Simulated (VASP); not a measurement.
# Sc (P6_3/mmc) in VASP: notebook, part 2 of 2

VASP 6.6.1. The steps go on from the part before.

## (3) Single point, LDA

This run uses another cell than the first one, of 23.50 Å³/atom, 0.869 times its volume.

Contents of INCAR:

```
SYSTEM = Sc
PREC = Accurate
ENCUT = 520
EDIFF = 1E-7
ISMEAR = -1
SIGMA = 0.05
LREAL = .False.
LASPH = .True.
NELM = 100
ALGO = Normal
ISIF = 2
LWAVE = .False.
LCHARG = .False.
GGA = CA
NBANDS = 18
```

Contents of KPOINTS:

```
Automatic mesh
0
Gamma
  9 9 5
  0 0 0
```

Contents of POSCAR:

```
Sc
1.0
    3.2414504337      0.0000000000      0.0000000000
   -1.6207252169      2.8071784207      0.0000000000
    0.0000000000      0.0000000000      5.1656514271
Sc
2
Direct
    0.6666666667      0.3333333333      0.7500000000
    0.3333333333      0.6666666667      0.2500000000
```

Potentials or basis: VASP PAW LDA potentials, release 64 (Sc_sv).

Launch:

```console
> cat potpaw_LDA.64/Sc_sv/POTCAR > POTCAR
> mpirun -np 1 vasp_std > vasp.out
```

OUTCAR:

```text
SYSTEM = Sc
   PREC = Accurate
   ENCUT = 520
   EDIFF = 1E-7
   ISMEAR = -1
   LREAL = .False.
   LASPH = .True.
   NELM = 100
   ISIF = 2
   GGA = CA

 ion  position               nearest neighbor table
   1  0.667  0.333  0.750-   2 3.19   2 3.19   2 3.19   2 3.19   2 3.19   2 3.19
   2  0.333  0.667  0.250-   1 3.19   1 3.19   1 3.19   1 3.19   1 3.19   1 3.19

  LATTYP: Found a hexagonal cell.
 ALAT       =     3.2414504337
 C/A-ratio  =     1.5936234512

  Lattice vectors:

 A1 = (   3.2414504337,   0.0000000000,   0.0000000000)
 A2 = (  -1.6207252169,   2.8071784207,   0.0000000000)
 A3 = (   0.0000000000,   0.0000000000,   5.1656514271)

Analysis of symmetry for initial positions (statically):
=====================================================================
 Subroutine PRICEL returns:
 Original cell was already a primitive cell.

 Routine SETGRP: Setting up the symmetry group for a
 hexagonal supercell.

 Subroutine GETGRP returns: Found 24 space group operations
 (whereof 12 operations were pure point group operations)
 out of a pool of 24 trial point group operations.

The static configuration has the point symmetry D_3d.
 The point group associated with its full space group is D_6h.

Analysis of symmetry for dynamics (positions and initial velocities):
=====================================================================
 Subroutine PRICEL returns:
 Original cell was already a primitive cell.

 Routine SETGRP: Setting up the symmetry group for a
 hexagonal supercell.

 Subroutine GETGRP returns: Found 24 space group operations
 (whereof 12 operations were pure point group operations)
 out of a pool of 24 trial point group operations.

The dynamic configuration has the point symmetry D_3d.
 The point group associated with its full space group is D_6h.

 Subroutine INISYM returns: Found 24 space group operations
 (whereof 12 operations are pure point group operations),
 and found     1 'primitive' translations

----------------------------------------------------------------------------------------

                                     Primitive cell

  volume of cell :      47.0040

  direct lattice vectors                    reciprocal lattice vectors
     3.241450434  0.000000000  0.000000000     0.308503869  0.178114792  0.000000000
    -1.620725217  2.807178421  0.000000000     0.000000000  0.356229584  0.000000000
     0.000000000  0.000000000  5.165651427     0.000000000  0.000000000  0.193586426

  length of vectors
     3.241450434  3.241450434  5.165651427     0.356229584  0.356229584  0.193586426

  position of ions in fractional coordinates (direct lattice)
     0.666666667  0.333333333  0.750000000
     0.333333333  0.666666667  0.250000000

  ion indices of the primitive-cell ions
   primitive index   ion index
                 1           1
                 2           2

----------------------------------------------------------------------------------------

 KPOINTS: Automatic mesh

Automatic generation of k-mesh.
 Grid dimensions read from file:
 generate k-points for:    9    9    5

 Generating k-lattice:

  Cartesian coordinates                     Fractional coordinates (reciprocal lattice)
     0.034278208  0.019790532  0.000000000     0.111111111  0.000000000  0.000000000
     0.000000000  0.039581065  0.000000000     0.000000000  0.111111111  0.000000000
     0.000000000  0.000000000  0.038717285     0.000000000  0.000000000  0.200000000

  Length of vectors
     0.039581065  0.039581065  0.038717285

  Shift w.r.t. Gamma in fractional coordinates (k-lattice)
     0.000000000  0.000000000  0.000000000

 Subroutine IBZKPT returns following result:
 ===========================================

 Found     36 irreducible k-points:

 Following reciprocal coordinates:
            Coordinates               Weight
  0.000000  0.000000  0.000000      1.000000
  0.111111  0.000000  0.000000      6.000000
  0.222222  0.000000  0.000000      6.000000
  0.333333 -0.000000  0.000000      6.000000
  0.444444  0.000000  0.000000      6.000000
  0.111111  0.111111  0.000000      6.000000
[... 16 lines left out ...]
  0.333333  0.222222  0.200000     24.000000
  0.333333  0.333333  0.200000      4.000000
 [... further k-points ...]
   k-points           NKPTS =     36   k-points in BZ     NKDIM =     36   number of bands    NBANDS=     18
   number of dos      NEDOS =    301   number of ions     NIONS =      2
   total plane-waves  NPLWV =  23040
   dimension x,y,z NGX =    24 NGY =   24 NGZ =   40
   dimension x,y,z NGXF=    48 NGYF=   48 NGZF=   80
   ions per type =               2
   NGX,Y,Z   is equivalent  to a cutoff of  12.31, 12.31, 12.87 a.u.
   NGXF,Y,Z  is equivalent  to a cutoff of  24.62, 24.62, 25.75 a.u.
 SYSTEM =  Sc
   PREC   = accura    normal or accurate (medium, high low for compatibility)
   ISTART =      0    job   : 0-new  1-cont  2-samecut
   ICHARG =      2    charge: 1-file 2-atom 10-const
   ISPIN  =      1    spin polarized calculation?
   LNONCOLLINEAR =      F non collinear calculations
   LSORBIT =      F    spin-orbit coupling
   LASPH  =      T    aspherical Exc in radial PAW
   ENCUT  =  520.0 eV  38.22 Ry    6.18 a.u.   6.03  6.03  9.60*2*pi/ulx,y,z
   NELM   =    100;   NELMIN=  2; NELMDL= -5     # of ELM steps
   EDIFF  = 0.1E-06   stopping-criterion for ELM
   LREAL  =      F    real-space projection
   EDIFFG = 0.1E-05   stopping-criterion for IOM
   NSW    =      0    number of steps for IOM
   IBRION =     -1    ionic relax: 0-MD 1-quasi-New 2-CG
   NFREE  =      0    steps in history (QN), initial steepest desc. (CG)
   ISIF   =      2    stress and relaxation
   ISYM   =      2    0-nonsym 1-usesym 2-fastsym
   POTIM  = 0.5000    time-step for ionic-motion
   TEBEG  =    0.0;   TEEND  =   0.0 temperature during run
   PSTRESS=    0.0 pullay stress
   NELECT =      22.0000    total number of electrons
   NUPDOWN=      -1.0000    fix difference up-down
   EMIN   =  10.00;   EMAX   =-10.00  energy-range for DOS
   EFERMI =   0.00;   METHOD = LEGACY
   ISMEAR =    -1;   SIGMA  =   0.05  broadening in eV -4-tet -1-fermi 0-gaus
   EFERMI_NEDOS =   21; number of points for ismear=-14 and -15
   IALGO  =     38    algorithm
   IMIX   =      4    mixing-type and parameters
     AMIX     =   0.40;   BMIX     =  1.00
     AMIX_MAG =   1.60;   BMIX_MAG =  1.00
  volume/ion in A,a.u.               =      23.50       158.60
  Fermi-wavevector in a.u.,A,eV,Ry     =   1.271074  2.401982 21.981974  1.615630
  Thomas-Fermi vector in A             =   2.404027
   LORBIT       =      0    0 simple, 1 ext, 2 COOP (PROOUT), +10 PAW based schemes
   GGA     = CA    functional components
   LHFCALC =     F    Hartree Fock is set to
   AEXX    =    0.0000 exact exchange contribution
   IVDW    =     0    specifies the selected vdW correction
   LEPSILON=     F    determine dielectric tensor
   LRPA    =     F    only Hartree local field effects (RPA)
 non-spin polarized calculation
  energy-cutoff  :      520.00
  volume of cell :       47.00
 maximum number of plane-waves:      1290
   NGX = 13   NGY = 13   NGZ = 19

 number of electron      21.9999996 magnetization

 Free energy of the ion-electron system (eV)
  ---------------------------------------------------
  ext. energy  EPLUGINS =         0.00000000
  ---------------------------------------------------
  free energy    TOTEN  =       -13.44371149 eV

  energy without entropy =      -13.40880420  energy(sigma->0) =      -13.42625785

 E-fermi :   3.7447     XC(G=0): -10.3417

 val. band max:        3.7382000980   @ k =   0.3333  -0.0000   0.4000
 cond. band min:       3.7467385215   @ k =   0.3333   0.1111   0.2000
 fundamental gap:      0.0085384235
 Fermi energy:         3.7447093601

 k-point     1 :       0.0000    0.0000    0.0000
  band No.  band energies     occupation
      1     -44.9542      2.00000
      2     -44.8694      2.00000
      3     -24.1636      2.00000
      4     -23.7484      2.00000
      5     -23.7484      2.00000
      6     -23.6773      2.00000
[... 10 lines left out ...]
     17       6.1882      0.00000
     18       6.1882      0.00000

 k-point     2 :       0.1111    0.0000    0.0000
  band No.  band energies     occupation
      1     -44.9466      2.00000
      2     -44.8663      2.00000
      3     -24.1443      2.00000
      4     -23.7882      2.00000
      5     -23.7615      2.00000
      6     -23.7186      2.00000
[... 10 lines left out ...]
     17       5.9882      0.00000
     18       6.0216      0.00000
[... 442 lines left out ...]
 k-point    24 :       0.3333    0.3333    0.2000
  band No.  band energies     occupation
      1     -44.8597      2.00000
      2     -44.8597      2.00000
      3     -24.0115      2.00000
      4     -24.0025      2.00000
      5     -24.0025      2.00000
      6     -23.8821      2.00000
[... 10 lines left out ...]
     17       7.4870      0.00000
     18       7.4870      0.00000

 [... further k-points ...]
[... 5 lines left out ...]
  --------------------------------------------------------------------------------------
  -------------------------------------------------------------------------------------
  Total       -0.4658996     -0.4658996     -1.0561041      0.0000000      0.0000000      0.0000000
  in kB      -15.8806552    -15.8806552    -35.9983697      0.0000000      0.0000000      0.0000000
  external PRESSURE =     -22.5865601 kB  Pullay stress =       0.0000000 kB

 VOLUME and BASIS-vectors are now :
 -----------------------------------------------------------------------------
  energy-cutoff  :      520.00
  volume of cell :       47.00
      direct lattice vectors                 reciprocal lattice vectors
     3.241450434  0.000000000  0.000000000     0.308503869  0.178114792  0.000000000
    -1.620725217  2.807178421  0.000000000     0.000000000  0.356229584  0.000000000
     0.000000000  0.000000000  5.165651427     0.000000000  0.000000000  0.193586426

 POSITION                                       TOTAL-FORCE (eV/Angst)
 -----------------------------------------------------------------------------------
      1.62073      0.93573      3.87424         0.000000     -0.000000      0.000000
     -0.00000      1.87145      1.29141        -0.000000      0.000000      0.000000
 -----------------------------------------------------------------------------------
    total drift:                               -0.000000      0.000000     -0.000000

  FREE ENERGIE OF THE ION-ELECTRON SYSTEM (eV)
  ---------------------------------------------------
  free  energy   TOTEN  =       -13.4437114894 eV

  energy  without entropy=      -13.4088042048  energy(sigma->0) =      -13.42625785
```

OSZICAR:

```text
N       E                     dE             d eps       ncg     rms          rms(c)
DAV:   1     0.363655751141E+03    0.36366E+03   -0.10829E+04  1296   0.134E+03
DAV:   2     0.645658661041E+01   -0.35720E+03   -0.35004E+03  1616   0.548E+02
DAV:   3    -0.144400955364E+02   -0.20897E+02   -0.19848E+02  2112   0.174E+02
DAV:   4    -0.148093473649E+02   -0.36925E+00   -0.36709E+00  1994   0.209E+01
DAV:   5    -0.148141959800E+02   -0.48486E-02   -0.48454E-02  2188   0.261E+00    0.793E+00
DAV:   6    -0.136189789252E+02    0.11952E+01   -0.26789E+00  1716   0.189E+01    0.234E+00
DAV:   7    -0.134582142078E+02    0.16076E+00   -0.63948E-01  1798   0.828E+00    0.771E-01
DAV:   8    -0.134448418438E+02    0.13372E-01   -0.31963E-02  1654   0.244E+00    0.244E-01
DAV:   9    -0.134436905603E+02    0.11513E-02   -0.74629E-03  1886   0.901E-01    0.251E-02
DAV:  10    -0.134437104909E+02   -0.19931E-04   -0.14013E-04  2036   0.163E-01    0.471E-03
DAV:  11    -0.134437114991E+02   -0.10082E-05   -0.32296E-06  2068   0.196E-02    0.123E-03
DAV:  12    -0.134437114894E+02    0.96252E-08   -0.15359E-07  1334   0.415E-03
   1 F= -.13443711E+02 E0= -.13426258E+02  d E =-.349073E-01
```

Run time: 20 s. Hardware: 1 thread of Intel Xeon Platinum 8259CL at 2.50GHz (Skylake/Cascade Lake), shared host; peak memory 0.15 GiB.

Results:

* Free energy: -13.4437 eV
* Pressure: -2.3 GPa
* Band gap on the k mesh: zero (band 11 reaches 4.43 eV, above the bottom of band 12 at 3.19 eV)

Levels at points of the mesh, in eV from the Fermi level:
```
           k point  band 7  band 8  band 9  band 10  band 11  band 12  band 13  band 14  band 15  band 16
(0.00, 0.00, 0.00)  -27.42  -27.40   -5.17    -1.75     0.65     1.61     1.61     1.74     2.05     2.05
```

## (4) Single point, LDA

This run uses another cell than the first one, of 24.00 Å³/atom, 0.888 times its volume.

Contents of INCAR:

```
SYSTEM = Sc
  ALGO = Normal
  EDIFF = 1E-6
  ENCUT = 520
  ISIF = 2
  ISMEAR = -1
  LASPH = .TRUE.
  LCHARG = .FALSE.
  LREAL = .FALSE.
  LWAVE = .FALSE.
  NBANDS = 18
  NELM = 80
  PREC = Accurate
  SIGMA = 0.05
```

Contents of KPOINTS:

```
k-points
0
G
  9 9 5
  0 0 0
```

Contents of POSCAR:

```
Sc
1.0
    3.2642783016      0.0000000000      0.0000000000
   -1.6321391508      2.8269479342      0.0000000000
    0.0000000000      0.0000000000      5.2020304526
Sc
2
Direct
    0.6666666667      0.3333333333      0.7500000000
    0.3333333333      0.6666666667      0.2500000000
```

Launch:

```console
> cat potpaw_LDA.64/Sc_sv/POTCAR > POTCAR
> mpirun -np 1 vasp_std > vasp.out
```

Wall time 17 s (1 thread of Intel Xeon Platinum 8259CL at 2.50GHz (Skylake/Cascade Lake), shared host); peak memory 0.15 GiB.

The run converged. Its results:

| Quantity | Value |
| --- | --- |
| Free energy | -13.4266 eV |
| Pressure | -3.4 GPa |
| Band gap on the k mesh | zero (band 11 reaches 4.29 eV, above the bottom of band 12 at 3.09 eV) |

Stress tensor (GPa, compression positive):
```
-2.72  0.00  0.00
 0.00 -2.72  0.00
 0.00  0.00 -4.62
```

Levels at points of the mesh, in eV from the Fermi level:
```tsv
k point	band 8	band 9	band 10	band 11	band 12	band 13	band 14	band 15
(0.00, 0.00, 0.00)	-27.47	-5.13	-1.72	0.60	1.58	1.58	1.70	2.01
```

## (5) Overview

```csv
level,potentials or basis,cell,k mesh,gap on the mesh (eV),pressure (GPa)
PBE,"VASP PAW PBE potentials, release 64 (Sc_sv)","a = 3.441, b = 3.441, c = 5.273 Å, angles 90.0, 90.0, 120.0°, 2 atoms",8 × 8 × 4,none,-4.4
LDA,"VASP PAW LDA potentials, release 64 (Sc_sv)","a = 3.241, b = 3.241, c = 5.166 Å, angles 90.0, 90.0, 120.0°, 2 atoms",9 × 9 × 5,none,-2.3
LDA,"VASP PAW LDA potentials, release 64 (Sc_sv)","a = 3.264, b = 3.264, c = 5.202 Å, angles 90.0, 90.0, 120.0°, 2 atoms",9 × 9 × 5,none,-3.4
```

Alike in all rows: task single point; no spin polarisation; cutoff (eV) 520; smearing fermi-dirac 0.05 eV.

Total energies depend on the potentials used, so only differences within one code and one set of settings carry meaning.
